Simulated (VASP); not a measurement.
Write the native input for VASP 6.6.1 that does the following.

| Property | Result |
| --- | --- |
| Task | single point |
| Functional | PBE |
| Potentials or basis | VASP PAW PBE potentials, release 64 (Li_sv, Ti_sv, O) |
| Cutoff | 520 eV |
| k mesh | 6 × 6 × 4 |
| Occupations | gaussian, width 0.2 eV |
| Spin | no spin polarisation |
| Dipole correction | no |
| Further INCAR settings | ALGO = Normal; EDIFF = 1e-07; NBANDS = 41 |

The structure of Li2TiO2 lies in POSCAR:

```
Li2TiO2
1.0
    0.0000000000      3.8368868922      0.0000000000
   -1.4638656955     -1.9184434461      4.6951634060
    5.8554627818      0.0000000000      0.0000000000
Li Ti O
4 2 4
Direct
    0.3031676513      0.6063353026      0.1515838256
    0.3031676513      0.6063353026      0.6515838256
    0.6968323487      0.3936646974      0.3484161744
    0.6968323487      0.3936646974      0.8484161744
    1.0000000000      0.0000000000      0.5000000000
    0.0000000000      0.0000000000      0.0000000000
    0.8558143772      0.7116287543      0.1779071886
    0.8558143772      0.7116287543      0.6779071886
    0.1441856228      0.2883712457      0.3220928114
    0.1441856228      0.2883712457      0.8220928114
```

The input as run:

INCAR

```
ALGO = Normal ; EDIFF = 1E-7
ENCUT = 520 ; GGA = PE
ISIF = 2 ; ISMEAR = 0
LASPH = T ; LCHARG = F
LREAL = F ; LWAVE = F
NBANDS = 41 ; NELM = 100
PREC = Accurate ; SIGMA = 0.2
```

KPOINTS

```
k-points
0
Gamma
  6 6 4
```

Potentials or basis: VASP PAW PBE potentials, release 64 (Li_sv, Ti_sv, O).

Command:

```sh
$ cat potpaw_PBE.64/Li_sv/POTCAR potpaw_PBE.64/Ti_sv/POTCAR potpaw_PBE.64/O/POTCAR > POTCAR
$ mpirun -np 1 vasp_std > vasp.out
```

It gave:

```
Largest force          : 0.055 eV/Å
Band gap on the k mesh : zero (bands 30 and 31 overlap by 0.57 eV)
```

Wall time 3.5 min on 1 thread of Intel(R) Xeon(R) Platinum 8375C CPU @ 2.90GHz (Ice Lake) (shared host), peak memory 0.32 GiB.
